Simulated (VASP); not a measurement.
A run of VASP 6.6.1 is set up as follows.

File INCAR:

```
SYSTEM = BeS
  ALGO = Normal
  EDIFF = 1E-6
  ENCUT = 520
  GGA = PE
  ISIF = 2
  ISMEAR = 0
  LASPH = .True.
  LCHARG = .True.
  LELF = .True.
  LREAL = .False.
  LVHAR = .True.
  LWAVE = .False.
  NBANDS = 11
  NELM = 60
  PREC = Accurate
  SIGMA = 0.02
```

The input KPOINTS:

```
k-points
0
Gamma
  8 8 8
  0 0 0
```

Contents of POSCAR:

```
BeS
1.0
    0.0000000000      2.4621469086      2.4621469086
    2.4621469086      0.0000000000      2.4621469086
    2.4621469086      2.4621469086      0.0000000000
Be S
1 1
Direct
    0.2500000000      0.2500000000      0.2500000000
    0.5000000000      0.5000000000      0.5000000000
```

Potentials or basis: VASP PAW PBE potentials, release 64 (Be, S).

Launch:

```bash
$ cat potpaw_PBE.64/Be/POTCAR potpaw_PBE.64/S/POTCAR > POTCAR
$ mpirun -np 1 vasp_std > vasp.out
```

(1) Predict the band gap on the k mesh.

(2) Estimate the pressure.

## Answers

(1) 3.21 eV, indirect (least direct gap 5.51 eV).

(2) -2.6 GPa.
